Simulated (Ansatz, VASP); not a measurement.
## MgO2: VASP beside Ansatz

```
Mg O
1.0
     1.52452    0.88018    3.58133
    -1.52452    0.88018    3.58133
     0.00000   -1.76037    3.58133
Mg O
1 2
Direct
  0.00000 0.00000 0.00000
  0.42879 0.42879 0.42879
  0.57121 0.57121 0.57121
```

Change from the starting cell: strain -0.050 along x and y, +0.025 along z, atoms carried along.

Alike in both runs: task single point; functional r2SCAN; k mesh 12 × 12 × 12; occupations gaussian, width 0.05 eV; no spin polarisation.

|  | VASP | Ansatz |
| --- | --- | --- |
| version | VASP 6.6.1 | Ansatz 0.2.0 |
| potentials or method | VASP PAW PBE potentials, release 64 (Mg_sv, O), cutoff 920 eV | scalar-relativistic, plane waves, PAW |
| valence electrons in the cell | 22 | 22 |

Ansatz gave:

| Property | Result |
| --- | --- |
| gap on the k mesh at the Fermi level (eV) | 2.22 |
| least direct gap on the mesh (eV) | 2.22 |
| pressure (GPa) | 1.8 |
| traceless stress, the component that is largest in VASP (GPa) | -19.46 |
| rms of the force components (eV/Å) | 0.680 |

Task: What did VASP give for the same quantities?

Result: gap on the k mesh at the Fermi level (eV): 2.21; least direct gap on the mesh (eV): 2.21; pressure (GPa): 2.6; traceless stress, the component that is largest in VASP (GPa): -18.65; rms of the force components (eV/Å): 0.621.

VASP's potentials were made for PBE, not for r2SCAN. Atom by atom the forces differ by 0.059 eV/Å (rms over components).
